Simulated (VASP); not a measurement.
# As (Pm-3m) in VASP: further runs

Runs on As. Level: LDA. Tasks: single point.

All numbers are computed with VASP 6.6.1; they aren't measurements. Logs are shortened: lines on timing, memory, paths and dates and some standing lists are left out, and cuts for length are marked.

### Step 1. The cell of the first run

It takes space group Pm-3m (No. 221, cubic). Conventional cell: a = 2.315 Å, b = 2.315 Å, c = 2.315 Å, α = 90.00°, β = 90.00°, γ = 90.00°. Within 3.1 Å of As (site symmetry m-3m) lie 6 As at 2.31 Å.

### Step 2. Single point, LDA (volume scaled by 0.65)

Contents of INCAR:

```
SYSTEM = As
ALGO = Normal ; EDIFF = 1E-6
ENCUT = 520 ; GGA = CA
ISIF = 2 ; ISMEAR = -1
LASPH = .TRUE. ; LCHARG = .FALSE.
LREAL = .FALSE. ; LWAVE = .FALSE.
NBANDS = 8 ; NELM = 80
PREC = Accurate ; SIGMA = 0.08
```

Contents of KPOINTS:

```
k-points
0
G
  15 15 15
  0 0 0
```

Contents of POSCAR:

```
As
1.0
    2.3149946201      0.0000000000      0.0000000000
    0.0000000000      2.3149946201      0.0000000000
    0.0000000000      0.0000000000      2.3149946201
As
1
Direct
    0.0000000000      0.0000000000      0.0000000000
```

Potentials or basis: VASP PAW LDA potentials, release 64 (As).

Command:

```sh
> cat potpaw_LDA.64/As/POTCAR > POTCAR
> mpirun -np 1 vasp_std > vasp.out
```

OUTCAR:

```text
SYSTEM = As
   EDIFF = 1E-6
   ENCUT = 520
   GGA = CA
   ISIF = 2
   ISMEAR = -1
   LASPH = .TRUE.
   LREAL = .FALSE.
   NELM = 80
   PREC = Accurate

 ion  position               nearest neighbor table
   1  0.000  0.000  0.000-

  LATTYP: Found a simple cubic cell.
 ALAT       =     2.3149946201

  Lattice vectors:

 A1 = (   2.3149946201,   0.0000000000,   0.0000000000)
 A2 = (   0.0000000000,   2.3149946201,   0.0000000000)
 A3 = (   0.0000000000,   0.0000000000,   2.3149946201)

Analysis of symmetry for initial positions (statically):
=====================================================================
 Subroutine PRICEL returns:
 Original cell was already a primitive cell.

 Routine SETGRP: Setting up the symmetry group for a
 simple cubic supercell.

 Subroutine GETGRP returns: Found 48 space group operations
 (whereof 48 operations were pure point group operations)
 out of a pool of 48 trial point group operations.

The static configuration has the point symmetry O_h .

Analysis of symmetry for dynamics (positions and initial velocities):
=====================================================================
 Subroutine PRICEL returns:
 Original cell was already a primitive cell.

 Routine SETGRP: Setting up the symmetry group for a
 simple cubic supercell.

 Subroutine GETGRP returns: Found 48 space group operations
 (whereof 48 operations were pure point group operations)
 out of a pool of 48 trial point group operations.

The dynamic configuration has the point symmetry O_h .

 Subroutine INISYM returns: Found 48 space group operations
 (whereof 48 operations are pure point group operations),
 and found     1 'primitive' translations

----------------------------------------------------------------------------------------

                                     Primitive cell

  volume of cell :      12.4065

  direct lattice vectors                    reciprocal lattice vectors
     2.314994620  0.000000000  0.000000000     0.431966447  0.000000000  0.000000000
     0.000000000  2.314994620  0.000000000     0.000000000  0.431966447  0.000000000
     0.000000000  0.000000000  2.314994620     0.000000000  0.000000000  0.431966447

  length of vectors
     2.314994620  2.314994620  2.314994620     0.431966447  0.431966447  0.431966447

  position of ions in fractional coordinates (direct lattice)
     0.000000000  0.000000000  0.000000000

  ion indices of the primitive-cell ions
   primitive index   ion index
                 1           1

----------------------------------------------------------------------------------------

 KPOINTS: k-points

Automatic generation of k-mesh.
 Grid dimensions read from file:
 generate k-points for:   15   15   15

 Generating k-lattice:

  Cartesian coordinates                     Fractional coordinates (reciprocal lattice)
     0.028797763  0.000000000  0.000000000     0.066666667  0.000000000  0.000000000
     0.000000000  0.028797763  0.000000000     0.000000000  0.066666667  0.000000000
     0.000000000  0.000000000  0.028797763     0.000000000  0.000000000  0.066666667

  Length of vectors
     0.028797763  0.028797763  0.028797763

  Shift w.r.t. Gamma in fractional coordinates (k-lattice)
     0.000000000  0.000000000  0.000000000

 Subroutine IBZKPT returns following result:
 ===========================================

 Found    120 irreducible k-points:

 Following reciprocal coordinates:
            Coordinates               Weight
  0.000000  0.000000  0.000000      1.000000
  0.066667  0.000000  0.000000      6.000000
  0.133333  0.000000  0.000000      6.000000
  0.200000  0.000000  0.000000      6.000000
  0.266667  0.000000  0.000000      6.000000
  0.333333  0.000000  0.000000      6.000000
[... 16 lines left out ...]
  0.266667  0.200000  0.000000     24.000000
  0.333333  0.200000  0.000000     24.000000
 [... further k-points ...]
   k-points           NKPTS =    120   k-points in BZ     NKDIM =    120   number of bands    NBANDS=      8
   number of dos      NEDOS =    301   number of ions     NIONS =      1
   total plane-waves  NPLWV =   5832
   dimension x,y,z NGX =    18 NGY =   18 NGZ =   18
   dimension x,y,z NGXF=    36 NGYF=   36 NGZF=   36
   ions per type =               1
   NGX,Y,Z   is equivalent  to a cutoff of  12.93, 12.93, 12.93 a.u.
   NGXF,Y,Z  is equivalent  to a cutoff of  25.85, 25.85, 25.85 a.u.
 SYSTEM =  As
   PREC   = accura    normal or accurate (medium, high low for compatibility)
   ISTART =      0    job   : 0-new  1-cont  2-samecut
   ICHARG =      2    charge: 1-file 2-atom 10-const
   ISPIN  =      1    spin polarized calculation?
   LNONCOLLINEAR =      F non collinear calculations
   LSORBIT =      F    spin-orbit coupling
   LASPH  =      T    aspherical Exc in radial PAW
   ENCUT  =  520.0 eV  38.22 Ry    6.18 a.u.   4.30  4.30  4.30*2*pi/ulx,y,z
   NELM   =     80;   NELMIN=  2; NELMDL= -5     # of ELM steps
   EDIFF  = 0.1E-05   stopping-criterion for ELM
   LREAL  =      F    real-space projection
   EDIFFG = 0.1E-04   stopping-criterion for IOM
   NSW    =      0    number of steps for IOM
   IBRION =     -1    ionic relax: 0-MD 1-quasi-New 2-CG
   NFREE  =      0    steps in history (QN), initial steepest desc. (CG)
   ISIF   =      2    stress and relaxation
   ISYM   =      2    0-nonsym 1-usesym 2-fastsym
   POTIM  = 0.5000    time-step for ionic-motion
   TEBEG  =    0.0;   TEEND  =   0.0 temperature during run
   PSTRESS=    0.0 pullay stress
   NELECT =       5.0000    total number of electrons
   NUPDOWN=      -1.0000    fix difference up-down
   EMIN   =  10.00;   EMAX   =-10.00  energy-range for DOS
   EFERMI =   0.00;   METHOD = LEGACY
   ISMEAR =    -1;   SIGMA  =   0.08  broadening in eV -4-tet -1-fermi 0-gaus
   EFERMI_NEDOS =   21; number of points for ismear=-14 and -15
   IALGO  =     38    algorithm
   IMIX   =      4    mixing-type and parameters
     AMIX     =   0.40;   BMIX     =  1.00
     AMIX_MAG =   1.60;   BMIX_MAG =  1.00
  volume/ion in A,a.u.               =      12.41        83.72
  Fermi-wavevector in a.u.,A,eV,Ry     =   1.209247  2.285145 19.895488  1.462277
  Thomas-Fermi vector in A             =   2.344830
   LORBIT       =      0    0 simple, 1 ext, 2 COOP (PROOUT), +10 PAW based schemes
   GGA     = CA    functional components
   LHFCALC =     F    Hartree Fock is set to
   AEXX    =    0.0000 exact exchange contribution
   IVDW    =     0    specifies the selected vdW correction
   LEPSILON=     F    determine dielectric tensor
   LRPA    =     F    only Hartree local field effects (RPA)
 non-spin polarized calculation
  energy-cutoff  :      520.00
  volume of cell :       12.41
 maximum number of plane-waves:       343
 NGX is ok and might be reduce to    18
   NGX =  9   NGY =  9   NGZ =  9

 number of electron       5.0000000 magnetization

 Free energy of the ion-electron system (eV)
  ---------------------------------------------------
  ext. energy  EPLUGINS =         0.00000000
  ---------------------------------------------------
  free energy    TOTEN  =        -3.80429628 eV

  energy without entropy =       -3.79490650  energy(sigma->0) =       -3.79960139

 E-fermi :  12.9864     XC(G=0): -12.6797

 val. band max:       12.9483492714   @ k =   0.2667   0.2000   0.0000
 cond. band min:      12.9872970146   @ k =   0.4667   0.4667   0.0000
 fundamental gap:      0.0389477432
 Fermi energy:        12.9864215254

 k-point     1 :       0.0000    0.0000    0.0000
  band No.  band energies     occupation
      1      -7.6724      2.00000
      2      18.7708      0.00000
      3      18.7708      0.00000
      4      18.7708      0.00000
      5      21.8452      0.00000
      6      21.8452      0.00000
      7      27.8480      0.00000
      8      44.3727      0.00000

 k-point     2 :       0.0667    0.0000    0.0000
  band No.  band energies     occupation
      1      -7.5495      2.00000
      2      16.7710      0.00000
      3      18.8944      0.00000
      4      18.8944      0.00000
      5      21.9440      0.00000
      6      23.5049      0.00000
      7      28.4378      0.00000
      8      42.6051      0.00000

 k-point     3 :       0.1333    0.0000    0.0000
  band No.  band energies     occupation
      1      -7.1812      2.00000
      2      13.7774      0.00010
      3      19.2605      0.00000
      4      19.2605      0.00000
      5      22.2393      0.00000
      6      25.2109      0.00000
      7      30.4574      0.00000
      8      39.9955      0.00000

 k-point     4 :       0.2000    0.0000    0.0000
  band No.  band energies     occupation
      1      -6.5684      2.00000
      2      10.8103      2.00000
      3      19.8548      0.00000
      4      19.8548      0.00000
      5      22.7263      0.00000
      6      26.2314      0.00000
      7      33.5338      0.00000
      8      37.4364      0.00000

 k-point     5 :       0.2667    0.0000    0.0000
  band No.  band energies     occupation
      1      -5.7155      2.00000
      2       8.0103      2.00000
      3      20.6482      0.00000
      4      20.6482      0.00000
      5      23.3932      0.00000
      6      27.0808      0.00000
      7      35.0521      0.00000
      8      35.0521      0.00000

 k-point     6 :       0.3333    0.0000    0.0000
  band No.  band energies     occupation
      1      -4.6361      2.00000
      2       5.4407      2.00000
      3      21.5825      0.00000
      4      21.5825      0.00000
      5      24.2087      0.00000
      6      27.9596      0.00000
      7      32.9204      0.00000
      8      32.9204      0.00000

 k-point     7 :       0.4000    0.0000    0.0000
  band No.  band energies     occupation
      1      -3.3794      2.00000
      2       3.1777      2.00000
      3      22.5317      0.00000
      4      22.5317      0.00000
      5      25.0870      0.00000
      6      28.8555      0.00000
      7      31.1732      0.00000
      8      31.1732      0.00000

 k-point     8 :       0.4667    0.0000    0.0000
  band No.  band energies     occupation
      1      -2.1948      2.00000
      2       1.4862      2.00000
      3      23.2123      0.00000
      4      23.2123      0.00000
      5      25.7712      0.00000
      6      29.5417      0.00000
      7      30.0936      0.00000
      8      30.0936      0.00000

 k-point     9 :       0.0667    0.0667    0.0000
  band No.  band energies     occupation
      1      -7.4267      2.00000
      2      16.5543      0.00000
      3      17.2836      0.00000
      4      19.0179      0.00000
      5      22.8416      0.00000
      6      24.4356      0.00000
      7      28.8996      0.00000
      8      40.6191      0.00000

 k-point    10 :       0.1333    0.0667    0.0000
  band No.  band energies     occupation
      1      -7.0584      2.00000
      2      13.8595      0.00004
      3      17.3581      0.00000
      4      19.3840      0.00000
      5      23.3327      0.00000
      6      26.1770      0.00000
      7      30.6403      0.00000
      8      37.9252      0.00000
[... 78 lines left out ...]
 k-point    18 :       0.2667    0.1333    0.0000
  band No.  band energies     occupation
      1      -5.2262      2.00000
      2       8.4487      2.00000
      3      15.7777      0.00000
      4      21.1389      0.00000
      5      25.3554      0.00000
      6      29.0790      0.00000
      7      31.5731      0.00000
      8      35.4508      0.00000

 k-point    19 :       0.3333    0.1333    0.0000
  band No.  band energies     occupation
      1      -4.1482      2.00000
      2       5.8996      2.00000
      3      16.7194      0.00000
      4      22.0754      0.00000
      5      25.8367      0.00000
      6      27.5442      0.00000
      7      31.9582      0.00000
      8      33.3252      0.00000

 k-point    20 :       0.4000    0.1333    0.0000
  band No.  band energies     occupation
      1      -2.8934      2.00000
      2       3.6471      2.00000
      3      17.7373      0.00000
      4      23.0290      0.00000
      5      24.8564      0.00000
      6      27.7593      0.00000
      7      31.5772      0.00000
      8      31.7678      0.00000

 k-point    21 :       0.4667    0.1333    0.0000
  band No.  band energies     occupation
      1      -1.7110      2.00000
      2       1.9614      2.00000
      3      18.5364      0.00000
      4      23.7154      0.00000
      5      23.7513      0.00000
      6      28.6689      0.00000
      7      30.4936      0.00000
      8      30.9041      0.00000

 k-point    22 :       0.2000    0.2000    0.0000
  band No.  band energies     occupation
      1      -5.4668      2.00000
      2      11.1091      2.00000
      3      12.7576      1.89171
      4      20.9399      0.00000
      5      25.2202      0.00000
      6      29.2741      0.00000
      7      32.8631      0.00000
      8      35.5483      0.00000

 k-point    23 :       0.2667    0.2000    0.0000
  band No.  band energies     occupation
      1      -4.6160      2.00000
      2       8.9285      2.00000
      3      12.9483      1.23356
      4      21.7352      0.00000
      5      25.3223      0.00000
      6      27.4881      0.00000
      7      34.3302      0.00000
      8      35.9360      0.00000

 k-point    24 :       0.3333    0.2000    0.0000
  band No.  band energies     occupation
      1      -3.5397      2.00000
      2       6.4485      2.00000
      3      13.8391      0.00005
      4      22.6741      0.00000
      5      23.8862      0.00000
      6      27.5992      0.00000
      7      33.8222      0.00000
      8      34.2841      0.00000

 [... further k-points ...]
[... 5 lines left out ...]
  --------------------------------------------------------------------------------------
  -------------------------------------------------------------------------------------
  Total        8.2368421      8.2368421      8.2368421     -0.0000000     -0.0000000      0.0000000
  in kB     1063.7054016   1063.7054016   1063.7054016     -0.0000000     -0.0000000      0.0000000
  external PRESSURE =    1063.7054016 kB  Pullay stress =       0.0000000 kB

 VOLUME and BASIS-vectors are now :
 -----------------------------------------------------------------------------
  energy-cutoff  :      520.00
  volume of cell :       12.41
      direct lattice vectors                 reciprocal lattice vectors
     2.314994620  0.000000000  0.000000000     0.431966447  0.000000000  0.000000000
     0.000000000  2.314994620  0.000000000     0.000000000  0.431966447  0.000000000
     0.000000000  0.000000000  2.314994620     0.000000000  0.000000000  0.431966447

 POSITION                                       TOTAL-FORCE (eV/Angst)
 -----------------------------------------------------------------------------------
      0.00000      0.00000      0.00000         0.000000      0.000000      0.000000
 -----------------------------------------------------------------------------------
    total drift:                                0.000000      0.000000      0.000000

  FREE ENERGIE OF THE ION-ELECTRON SYSTEM (eV)
  ---------------------------------------------------
  free  energy   TOTEN  =        -3.8042962830 eV

  energy  without entropy=       -3.7949064978  energy(sigma->0) =       -3.79960139
```

Run time: 3.3 s. Hardware: 1 thread of Intel Xeon 6975P-C (Granite Rapids), shared host; peak memory 0.12 GiB.

Results:

| Property | Result |
| --- | --- |
| Free energy | -3.8043 eV |
| Pressure | 106.4 GPa |

### Step 3. Single point, LDA (volume scaled by 0.65)

Contents of INCAR:

```
SYSTEM = As
PREC     = Accurate       ! precision mode
ENCUT    = 520            ! plane-wave cutoff, eV
EDIFF    = 1E-6           ! SCF threshold, eV
ISMEAR   = -1             ! smearing method
SIGMA    = 0.08           ! smearing width, eV
LREAL    = .FALSE.        ! projectors in reciprocal space
LASPH    = .TRUE.         ! aspherical terms in the spheres
NELM     = 80             ! most SCF steps
ALGO     = Normal         ! electronic algorithm
ISIF     = 2              ! what is computed and relaxed
LWAVE    = .FALSE.        ! write WAVECAR
LCHARG   = .FALSE.        ! write CHGCAR
NBANDS   = 8              ! bands
```

Contents of KPOINTS:

```
Automatic mesh
0
G
  15 15 15
  0 0 0
```

POSCAR is that of step 2.

Potentials or basis: VASP PAW LDA potentials, release 64 (As).

Command:

```sh
> cat potpaw_LDA.64/As/POTCAR > POTCAR
> mpirun -np 1 vasp_std > vasp.out
```

Wall time 3.3 s (1 thread of Intel Xeon 6975P-C (Granite Rapids), shared host); peak memory 0.12 GiB.

Results (log left out):

- Free energy: -3.8043 eV
- Pressure: 106.4 GPa

Levels at points of the mesh, in eV from the Fermi level:
| k point | band 1 | band 2 | band 3 | band 4 | band 5 | band 6 |
| --- | --- | --- | --- | --- | --- | --- |
| (0.00, 0.00, 0.00) | -20.66 | 5.78 | 5.78 | 5.78 | 8.86 | 8.86 |

### Step 4. Single point, LDA (volume scaled by 0.75)

Contents of INCAR:

```
  ALGO = Normal
  EDIFF = 1E-6
  ENCUT = 520
  ISIF = 2
  ISMEAR = -1
  LASPH = True
  LCHARG = False
  LREAL = False
  LWAVE = False
  NBANDS = 8
  NELM = 60
  PREC = Accurate
  SIGMA = 0.08
```

Contents of KPOINTS:

```
k-points
0
Gamma
  15 15 15
```

Contents of POSCAR:

```
As
1.0
    2.4280965674      0.0000000000      0.0000000000
    0.0000000000      2.4280965674      0.0000000000
    0.0000000000      0.0000000000      2.4280965674
As
1
Direct
    0.0000000000      0.0000000000      0.0000000000
```

Command:

```sh
> cat potpaw_LDA.64/As/POTCAR > POTCAR
> mpirun -np 1 vasp_std > vasp.out
```

Run time: 3.1 s. Hardware: 1 thread of Intel Xeon 6975P-C (Granite Rapids), shared host; peak memory 0.12 GiB.

The run converged. Its results:

```yaml
Free_energy: -4.7146 eV
Pressure: 51.6 GPa
```

Levels at points of the mesh, in eV from the Fermi level:
```tsv
k point	band 1	band 2	band 3	band 4	band 5	band 6	band 7
(0.00, 0.00, 0.00)	-18.69	5.20	5.20	5.20	8.70	8.70	13.33
```
